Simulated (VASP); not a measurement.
Here is a VASP 6.6.1 calculation.

Contents of INCAR:

```
ALGO = Normal ; EDIFF = 1E-6
ENCUT = 500 ; GGA = PE
GGA_COMPAT = False ; ISIF = 2
ISMEAR = 0 ; LASPH = True
LCHARG = True ; LELF = True
LREAL = False ; LVHAR = True
LWAVE = False ; NBANDS = 27
NELM = 120 ; PREC = Accurate
SIGMA = 0.2
```

KPOINTS

```
k-points
0
Gamma
  6 6 2
```

Contents of POSCAR:

```
ZrB2
1.0
    3.0727629030      0.0000000000      0.0000000000
   -1.5363814515      2.6610907338      0.0000000000
    0.0000000000      0.0000000000      8.5629195667
Zr B
2 4
Direct
    0.3333333333      0.6666666667      0.2500000000
    0.6666666667      0.3333333333      0.7500000000
    0.6666666667      0.3333333333      0.4727861124
    0.3333333333      0.6666666667      0.5272138876
    0.3333333333      0.6666666667      0.9727861124
    0.6666666667      0.3333333333      0.0272138876
```

Potentials or basis: VASP PAW PBE potentials, release 64 (Zr_sv, B).

The run is started by

```console
$ cat potpaw_PBE.64/Zr_sv/POTCAR potpaw_PBE.64/B/POTCAR > POTCAR
$ mpirun -np 1 vasp_std > vasp.out
```

Task: Predict the band gap on the k mesh.

Result: Zero (band 18 reaches 8.53 eV, above the bottom of band 19 at 7.65 eV).

Task: What does it give for the largest force?

Result: 0.004 eV/Å.

Forces on the atoms (eV/Å):
```
Zr   0.000  0.000  0.000
Zr   0.000  0.000  0.000
B    0.000  0.000  0.004
B    0.000  0.000 -0.004
B    0.000  0.000  0.004
B    0.000  0.000 -0.004
```

Caveat: the k points lie up to 0.39 Å⁻¹ apart.
